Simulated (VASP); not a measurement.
# Li (P1) in VASP: a series of runs

Li is run at these levels: r2SCAN+D3(BJ); tasks: single point.

Program: VASP 6.6.1. These are calculated values, not measurements. Logs are shortened: lines on timing, memory, paths and dates and some standing lists are left out, and cuts for length are marked.

**1. The cell of the first run**

The typed cell holds 16 atoms: a = 6.980 Å, b = 6.980 Å, c = 6.980 Å, α = 90.00°, β = 90.00°, γ = 90.00°.

**2. Single point, r2SCAN+D3(BJ)**

Input file POSCAR:

```
Li
1.0
    6.9800000000      0.0000000000      0.0000000000
    0.0000000000      6.9800000000      0.0000000000
    0.0000000000      0.0000000000      6.9800000000
Li
16
Direct
    0.0070916905     -0.0488538682      0.0091260745
    0.5033524355      0.0557736390     -0.0360315186
    0.0327650430      0.5180085960     -0.0170057307
   -0.0304727794     -0.0071346705      0.5191404011
    0.2275071633      0.2509455587      0.2486532951
    0.5094555874      0.5008595989     -0.0133237822
    0.4374068768     -0.0042979943      0.4779942693
    0.7705300860      0.2350143266      0.2509025788
    0.0038968481      0.5067048711      0.5004441261
    0.2423638968      0.7536962751      0.2210601719
    0.2575644699      0.2762320917      0.7628796562
    0.4887249284      0.5368051576      0.5316475645
    0.7267478510      0.7365186246      0.2287679083
    0.7694842407      0.2706017192      0.7714326648
    0.2637535817      0.7261747851      0.7835100287
    0.7286103152      0.7738108883      0.7528510029
```

Input file INCAR.step1:

```
SYSTEM = Li
PREC = Accurate
ENCUT = 520
ISMEAR = -1
SIGMA = 0.16
LREAL = Auto
LASPH = .TRUE.
NELM = 100
NBANDS = 38
GGA = PE
ALGO = Normal
EDIFF = 1E-4
LWAVE = .TRUE.
LCHARG = .FALSE.
```

Input file INCAR.step2:

```
SYSTEM = Li
PREC = Accurate
ENCUT = 520
EDIFF = 1E-7
ISMEAR = -1
SIGMA = 0.16
LREAL = Auto
LASPH = .TRUE.
NELM = 100
ALGO = Normal
ISIF = 2
LWAVE = .FALSE.
LCHARG = .FALSE.
METAGGA = R2SCAN
LMIXTAU = .TRUE.
IVDW = 12
VDW_S6 = 1.0
VDW_S8 = 0.78981345
VDW_A1 = 0.49484001
VDW_A2 = 5.73083694
NBANDS = 38
ISTART = 1
```

Input file KPOINTS:

```
regular mesh
0
G
  2 2 2
  0 0 0
```

Potentials or basis: VASP PAW PBE potentials, release 64 (Li_sv).

The run is started by

```console
cat potpaw_PBE.64/Li_sv/POTCAR > POTCAR
cp INCAR.step1 INCAR
mpirun -np 1 vasp_std > vasp.out
cp INCAR.step2 INCAR
mpirun -np 1 vasp_std > vasp.out
```

OUTCAR:

```text
SYSTEM = Li
   PREC = Accurate
   ENCUT = 520
   EDIFF = 1E-7
   ISMEAR = -1
   LREAL = Auto
   LASPH = .TRUE.
   NELM = 100
   ISIF = 2
   METAGGA = R2SCAN
   IVDW = 12
   ISTART = 1
 IVDW          = 12

 ion  position               nearest neighbor table
   1  0.007  0.951  0.009-
   2  0.503  0.056  0.964-
   3  0.033  0.518  0.983-  15 2.58
   4  0.970  0.993  0.519-
   5  0.228  0.251  0.249-
   6  0.509  0.501  0.987-
   7  0.437  0.996  0.478-
   8  0.771  0.235  0.251-
   9  0.004  0.507  0.500-
  10  0.242  0.754  0.221-
  11  0.258  0.276  0.763-
  12  0.489  0.537  0.532-
  13  0.727  0.737  0.229-
  14  0.769  0.271  0.771-
  15  0.264  0.726  0.784-   3 2.58
  16  0.729  0.774  0.753-

  LATTYP: Found a simple cubic cell.
 ALAT       =     6.9800000000

  Lattice vectors:

 A1 = (   6.9800000000,   0.0000000000,   0.0000000000)
 A2 = (   0.0000000000,   6.9800000000,   0.0000000000)
 A3 = (   0.0000000000,   0.0000000000,   6.9800000000)

Analysis of symmetry for initial positions (statically):
=====================================================================
 Subroutine PRICEL returns:
 Original cell was already a primitive cell.

 Routine SETGRP: Setting up the symmetry group for a
 simple cubic supercell.

 Subroutine GETGRP returns: Found  1 space group operations
 (whereof  1 operations were pure point group operations)
 out of a pool of 48 trial point group operations.

The static configuration has the point symmetry C_1 .

Analysis of symmetry for dynamics (positions and initial velocities):
=====================================================================
 Subroutine PRICEL returns:
 Original cell was already a primitive cell.

 Routine SETGRP: Setting up the symmetry group for a
 simple cubic supercell.

 Subroutine GETGRP returns: Found  1 space group operations
 (whereof  1 operations were pure point group operations)
 out of a pool of 48 trial point group operations.

The dynamic configuration has the point symmetry C_1 .

 Subroutine INISYM returns: Found  1 space group operations
 (whereof  1 operations are pure point group operations),
 and found     1 'primitive' translations

----------------------------------------------------------------------------------------

                                     Primitive cell

  volume of cell :     340.0684

  direct lattice vectors                    reciprocal lattice vectors
     6.980000000  0.000000000  0.000000000     0.143266476  0.000000000  0.000000000
     0.000000000  6.980000000  0.000000000     0.000000000  0.143266476  0.000000000
     0.000000000  0.000000000  6.980000000     0.000000000  0.000000000  0.143266476

  length of vectors
     6.980000000  6.980000000  6.980000000     0.143266476  0.143266476  0.143266476

  position of ions in fractional coordinates (direct lattice)
     0.007091690  0.951146132  0.009126075
     0.503352435  0.055773639  0.963968481
     0.032765043  0.518008596  0.982994269
     0.969527221  0.992865329  0.519140401
     0.227507163  0.250945559  0.248653295
     0.509455587  0.500859599  0.986676218
[... 8 lines left out ...]
     0.263753582  0.726174785  0.783510029
     0.728610315  0.773810888  0.752851003

  ion indices of the primitive-cell ions
   primitive index   ion index
                 1           1
                 2           2
                 3           3
                 4           4
                 5           5
                 6           6
[... 8 lines left out ...]
                15          15
                16          16

----------------------------------------------------------------------------------------

 KPOINTS: regular mesh

Automatic generation of k-mesh.
 Grid dimensions read from file:
 generate k-points for:    2    2    2

 Generating k-lattice:

  Cartesian coordinates                     Fractional coordinates (reciprocal lattice)
     0.071633238  0.000000000  0.000000000     0.500000000  0.000000000  0.000000000
     0.000000000  0.071633238  0.000000000     0.000000000  0.500000000  0.000000000
     0.000000000  0.000000000  0.071633238     0.000000000  0.000000000  0.500000000

  Length of vectors
     0.071633238  0.071633238  0.071633238

  Shift w.r.t. Gamma in fractional coordinates (k-lattice)
     0.000000000  0.000000000  0.000000000

 Subroutine IBZKPT returns following result:
 ===========================================

 Found      8 irreducible k-points:

 Following reciprocal coordinates:
            Coordinates               Weight
  0.000000  0.000000  0.000000      1.000000
  0.500000  0.000000  0.000000      1.000000
  0.000000  0.500000  0.000000      1.000000
  0.000000  0.000000  0.500000      1.000000
  0.500000  0.500000  0.000000      1.000000
  0.000000  0.500000  0.500000      1.000000
  0.500000  0.000000  0.500000      1.000000
  0.500000  0.500000  0.500000      1.000000
   k-points           NKPTS =      8   k-points in BZ     NKDIM =      8   number of bands    NBANDS=     38
   number of dos      NEDOS =    301   number of ions     NIONS =     16
   total plane-waves  NPLWV = 157464
   dimension x,y,z NGX =    54 NGY =   54 NGZ =   54
   dimension x,y,z NGXF=   108 NGYF=  108 NGZF=  108
   ions per type =              16
   NGX,Y,Z   is equivalent  to a cutoff of  12.86, 12.86, 12.86 a.u.
   NGXF,Y,Z  is equivalent  to a cutoff of  25.72, 25.72, 25.72 a.u.
 SYSTEM =  Li
   PREC   = accura    normal or accurate (medium, high low for compatibility)
   ISTART =      1    job   : 0-new  1-cont  2-samecut
   ICHARG =      0    charge: 1-file 2-atom 10-const
   ISPIN  =      1    spin polarized calculation?
   LNONCOLLINEAR =      F non collinear calculations
   LSORBIT =      F    spin-orbit coupling
   LASPH  =      T    aspherical Exc in radial PAW
   ENCUT  =  520.0 eV  38.22 Ry    6.18 a.u.  12.98 12.98 12.98*2*pi/ulx,y,z
   NELM   =    100;   NELMIN=  2; NELMDL=  0     # of ELM steps
   EDIFF  = 0.1E-06   stopping-criterion for ELM
   LREAL  =      T    real-space projection
   EDIFFG = 0.1E-05   stopping-criterion for IOM
   NSW    =      0    number of steps for IOM
   IBRION =     -1    ionic relax: 0-MD 1-quasi-New 2-CG
   NFREE  =      0    steps in history (QN), initial steepest desc. (CG)
   ISIF   =      2    stress and relaxation
   ISYM   =      2    0-nonsym 1-usesym 2-fastsym
   POTIM  = 0.5000    time-step for ionic-motion
   TEBEG  =    0.0;   TEEND  =   0.0 temperature during run
   PSTRESS=    0.0 pullay stress
   NELECT =      48.0000    total number of electrons
   NUPDOWN=      -1.0000    fix difference up-down
   EMIN   =  10.00;   EMAX   =-10.00  energy-range for DOS
   EFERMI =   0.00;   METHOD = LEGACY
   ISMEAR =    -1;   SIGMA  =   0.16  broadening in eV -4-tet -1-fermi 0-gaus
   EFERMI_NEDOS =   21; number of points for ismear=-14 and -15
   IALGO  =     38    algorithm
   IMIX   =      4    mixing-type and parameters
     AMIX     =   0.40;   BMIX     =  1.00
     AMIX_MAG =   1.60;   BMIX_MAG =  1.00
  volume/ion in A,a.u.               =      21.25       143.43
  Fermi-wavevector in a.u.,A,eV,Ry     =   0.852380  1.610764  9.885331  0.726551
  Thomas-Fermi vector in A             =   1.968659
   LORBIT       =      0    0 simple, 1 ext, 2 COOP (PROOUT), +10 PAW based schemes
   METAGGA = R2SCAN    functional components
   LHFCALC =     F    Hartree Fock is set to
   AEXX    =    0.0000 exact exchange contribution
   IVDW    =    12    specifies the selected vdW correction
   LEPSILON=     F    determine dielectric tensor
   LRPA    =     F    only Hartree local field effects (RPA)
 non-spin polarized calculation
  energy-cutoff  :      520.00
  volume of cell :      340.07
 maximum number of plane-waves:      9124
 NGX is ok and might be reduce to    54
   NGX = 25   NGY = 25   NGZ = 25

 number of electron      48.0000003 magnetization

 Free energy of the ion-electron system (eV)
  ---------------------------------------------------
  ext. energy  EPLUGINS =         0.00000000
  ---------------------------------------------------
  free energy    TOTEN  =       -37.42220763 eV

  energy without entropy =      -36.65427286  energy(sigma->0) =      -37.03824024

 E-fermi :   0.3499     XC(G=0):  -7.3185

 val. band max:        0.3409466488   @ k =   0.0000   0.5000   0.5000
 cond. band min:       0.4010578321   @ k =   0.0000   0.5000   0.5000
 fundamental gap:      0.0601111833
 Fermi energy:         0.3498520267

 k-point     1 :       0.0000    0.0000    0.0000
  band No.  band energies     occupation
      1     -47.9720      2.00000
      2     -47.9575      2.00000
      3     -47.9184      2.00000
      4     -47.8657      2.00000
      5     -47.7951      2.00000
      6     -47.7773      2.00000
[... 28 lines left out ...]
     35       3.8353      0.00000
     36       4.0139      0.00000

 k-point     2 :       0.5000    0.0000    0.0000
  band No.  band energies     occupation
      1     -47.9720      2.00000
      2     -47.9576      2.00000
      3     -47.9184      2.00000
      4     -47.8657      2.00000
      5     -47.7951      2.00000
      6     -47.7773      2.00000
[... 28 lines left out ...]
     35       3.9097      0.00000
     36       3.9793      0.00000

 k-point     3 :       0.0000    0.5000    0.0000
  band No.  band energies     occupation
      1     -47.9720      2.00000
      2     -47.9576      2.00000
      3     -47.9184      2.00000
      4     -47.8657      2.00000
      5     -47.7951      2.00000
      6     -47.7773      2.00000
[... 28 lines left out ...]
     35       3.9570      0.00000
     36       4.0232      0.00000

 k-point     4 :       0.0000    0.0000    0.5000
  band No.  band energies     occupation
      1     -47.9720      2.00000
      2     -47.9576      2.00000
      3     -47.9184      2.00000
      4     -47.8657      2.00000
      5     -47.7951      2.00000
      6     -47.7773      2.00000
[... 28 lines left out ...]
     35       3.9436      0.00000
     36       3.9925      0.00000

 k-point     5 :       0.5000    0.5000    0.0000
  band No.  band energies     occupation
      1     -47.9720      2.00000
      2     -47.9576      2.00000
      3     -47.9184      2.00000
      4     -47.8657      2.00000
      5     -47.7951      2.00000
      6     -47.7773      2.00000
[... 28 lines left out ...]
     35       4.5357      0.00000
     36       4.5652      0.00000

 k-point     6 :       0.0000    0.5000    0.5000
  band No.  band energies     occupation
      1     -47.9720      2.00000
      2     -47.9576      2.00000
      3     -47.9184      2.00000
      4     -47.8657      2.00000
      5     -47.7951      2.00000
      6     -47.7773      2.00000
[... 28 lines left out ...]
     35       4.5651      0.00000
     36       4.8632      0.00000

 k-point     7 :       0.5000    0.0000    0.5000
  band No.  band energies     occupation
      1     -47.9720      2.00000
      2     -47.9576      2.00000
      3     -47.9184      2.00000
      4     -47.8657      2.00000
      5     -47.7951      2.00000
      6     -47.7773      2.00000
[... 28 lines left out ...]
     35       4.6058      0.00000
     36       4.8272      0.00000

 k-point     8 :       0.5000    0.5000    0.5000
  band No.  band energies     occupation
      1     -47.9720      2.00000
      2     -47.9575      2.00000
      3     -47.9184      2.00000
      4     -47.8657      2.00000
      5     -47.7951      2.00000
      6     -47.7773      2.00000
[... 28 lines left out ...]
     35       3.4375      0.00000
     36       3.4878      0.00000
 [bands above 36 left out]

------------------------ aborting loop because EDIFF is reached ----------------------------------------

 Edisp (eV)   -1.21600

 E8    (eV) :    -0.3928

  FORCE on cell =-STRESS in cart. coord.  units (eV):
  Direction    XX          YY          ZZ          XY          YZ          ZX
  --------------------------------------------------------------------------------------
  -------------------------------------------------------------------------------------
  Total      -1.05944    -0.81673    -0.93409     0.01928     0.00139     0.10011
  in kB      -4.99139    -3.84788    -4.40081     0.09085     0.00655     0.47165
  external pressure =       -4.41 kB  Pullay stress =        0.00 kB

 VOLUME and BASIS-vectors are now :
 -----------------------------------------------------------------------------
  energy-cutoff  :      520.00
  volume of cell :      340.07
      direct lattice vectors                 reciprocal lattice vectors
     6.980000000  0.000000000  0.000000000     0.143266476  0.000000000  0.000000000
     0.000000000  6.980000000  0.000000000     0.000000000  0.143266476  0.000000000
     0.000000000  0.000000000  6.980000000     0.000000000  0.000000000  0.143266476

 POSITION                                       TOTAL-FORCE (eV/Angst)
 -----------------------------------------------------------------------------------
      0.04950      6.63900      0.06370        -0.118662      0.498258     -0.190821
      3.51340      0.38930      6.72850        -0.097364     -0.431675      0.272325
      0.22870      3.61570      6.86130        -0.491659     -0.278853      0.189040
      6.76730      6.93020      3.62360         0.288736     -0.106045      0.016052
      1.58800      1.75160      1.73560         0.071787      0.182500     -0.160884
      3.55600      3.49600      6.88700         0.009653     -0.008675      0.251982
[... 8 lines left out ...]
      1.84100      5.06870      5.46890        -0.001504      0.472015     -0.312028
      5.08570      5.40120      5.25490         0.014591     -0.097008      0.101342
 -----------------------------------------------------------------------------------
    total drift:                                0.125926     -0.050423     -0.057561

  FREE ENERGIE OF THE ION-ELECTRON SYSTEM (eV)
  ---------------------------------------------------
  free  energy   TOTEN  =       -38.6382074167 eV

  energy  without entropy=      -37.8702726549  energy(sigma->0) =      -38.25424004
```

Wall time 18 min (1 thread of AMD EPYC 9R45 (Zen 5), shared host); peak memory 0.41 GiB.

What came out:

- Free energy: -38.6382 eV
- Largest force: 0.596 eV/Å
- Band gap on the k mesh: zero (band 24 reaches 0.79 eV, above the bottom of band 25 at -0.05 eV)
- Dispersion energy per atom: -0.076 eV

Forces on the atoms (eV/Å):
```
Li  -0.119  0.498 -0.191
Li  -0.097 -0.432  0.272
Li  -0.492 -0.279  0.189
Li   0.289 -0.106  0.016
Li   0.072  0.182 -0.161
Li   0.010 -0.009  0.252
Li   0.337  0.032  0.190
Li  -0.160  0.113 -0.035
Li  -0.009  0.208  0.028
Li   0.272 -0.089  0.258
Li  -0.296 -0.259 -0.196
Li   0.046 -0.388 -0.298
Li   0.039  0.097  0.051
Li   0.097  0.055 -0.166
Li  -0.002  0.472 -0.312
Li   0.015 -0.097  0.101
```

Caveat: the k points lie up to 0.45 Å⁻¹ apart; the cutoff is under 1.25 times the usual one of these potentials, so pressure, stress and relaxed cells hold a basis-set (Pulay) error; the PAW data sets were made with another functional, which shifts forces and pressure a little; pairwise dispersion overbinds metals, which lowers pressure and volume.

(Continued in part 2 of 2.)
